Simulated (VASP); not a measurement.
Here is a VASP 6.6.1 calculation.

POSCAR

```
Ge
1.0
    2.7620003177      2.7620003177      0.0000000000
   -2.7620003177      2.7620003177      0.0000000000
    0.0000000000      2.7620003177      2.7620003177
Ge
2
Direct
    0.5000000000      0.5000000000      0.0000000000
    0.7500000000      0.2500000000      0.5000000000
```

INCAR.step1

```
SYSTEM = Ge
ALGO     = Normal         ! electronic algorithm
EDIFF    = 1E-4           ! SCF threshold, eV
ENCUT    = 520            ! plane-wave cutoff, eV
GGA      = PE             ! functional
ISMEAR   = 0              ! smearing method
LASPH    = .True.         ! aspherical terms in the spheres
LCHARG   = .False.        ! write CHGCAR
LREAL    = .False.        ! projectors in reciprocal space
LWAVE    = .True.         ! write WAVECAR
NBANDS   = 21             ! bands
NELM     = 100            ! most SCF steps
PREC     = Accurate       ! precision mode
SIGMA    = 0.01           ! smearing width, eV
```

File INCAR.step2:

```
SYSTEM = Ge
ALGO     = Normal         ! electronic algorithm
EDIFF    = 1E-6           ! SCF threshold, eV
ENCUT    = 520            ! plane-wave cutoff, eV
ISIF     = 2              ! what is computed and relaxed
ISMEAR   = 0              ! smearing method
ISTART   = 1            
LASPH    = .True.         ! aspherical terms in the spheres
LCHARG   = .False.        ! write CHGCAR
LMIXTAU  = .True.       
LREAL    = .False.        ! projectors in reciprocal space
LWAVE    = .False.        ! write WAVECAR
METAGGA  = R2SCAN         ! meta-GGA
NBANDS   = 21             ! bands
NELM     = 100            ! most SCF steps
PREC     = Accurate       ! precision mode
SIGMA    = 0.01           ! smearing width, eV
```

File KPOINTS:

```
k-points
0
Gamma
  12 12 12
  0 0 0
```

Potentials or basis: VASP PAW PBE potentials, release 64 (Ge_d).

Run with:

```bash
$ cat potpaw_PBE.64/Ge_d/POTCAR > POTCAR
$ cp INCAR.step1 INCAR
$ mpirun -np 1 vasp_std > vasp.out
$ cp INCAR.step2 INCAR
$ mpirun -np 1 vasp_std > vasp.out
```

Q: Predict the pressure.

A: 7.1 GPa.

Q: What does it give for the band gap on the k mesh?

A: 0.67 eV (least direct gap 1.11 eV).

Caveat: the cell stands under pressure; semilocal functionals underestimate gaps, and a narrow one can read as zero; the PAW data sets were made with another functional, which shifts forces and pressure a little. A k mesh can miss the band edges.
